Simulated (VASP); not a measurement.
Crystal: KTaO3.

```
CELL_PARAMETERS angstrom
3.98830 0.00000 0.00000
0.00000 3.98830 0.00000
0.00000 0.00000 3.98830
ATOMIC_POSITIONS crystal
Ta 0.00000 0.00000 0.00000
K 0.50000 0.50000 0.50000
O 0.00000 0.00000 0.50000
O 0.00000 0.50000 0.00000
O 0.50000 0.00000 0.00000
```

| Property | Result |
| --- | --- |
| Program | VASP 6.6.1 |
| Task | relaxation of cell and atoms |
| Functional | RPBE |
| Potentials or basis | VASP PAW PBE potentials, release 64 (Ta_pv, K_sv, O) |
| Cutoff | 600 eV |
| k mesh | 7 × 7 × 7 |
| Occupations | fermi-dirac, width 0.05 eV |
| Spin | no spin polarisation |

At the start: pressure 10.2 GPa; volume 12.69 Å³/atom.

Q: Where does the relaxation end?

A: Over 3 steps the energy falls by 20.5 meV/atom and the volume is 13.37 Å³/atom (+5.4 %); space group Pm-3m (No. 221, to 0.05 Å).

Step by step:
```tsv
step	energy change (eV)	largest force (eV/Å)	pressure (GPa)	volume (Å³)
1	0.0000	0.0000	10.20	63.44
2	0.0349	0.0000	-9.55	71.15
3	-0.1023	0.0000	-0.11	66.86
```

Final structure:
```yaml
crystal:
  lattice:
    - [4.05863, 0.00000, 0.00000]
    - [0.00000, 4.05863, 0.00000]
    - [0.00000, 0.00000, 4.05863]
  atoms:
    - { symbol: Ta, position: [0.00000, 0.00000, 0.00000] }
    - { symbol: K, position: [0.50000, 0.50000, 0.50000] }
    - { symbol: O, position: [0.00000, 0.00000, 0.50000] }
    - { symbol: O, position: [0.00000, 0.50000, 0.00000] }
    - { symbol: O, position: [0.50000, 0.00000, 0.00000] }
```

Caveat: the PAW data sets were made with another functional, which shifts forces and pressure a little.
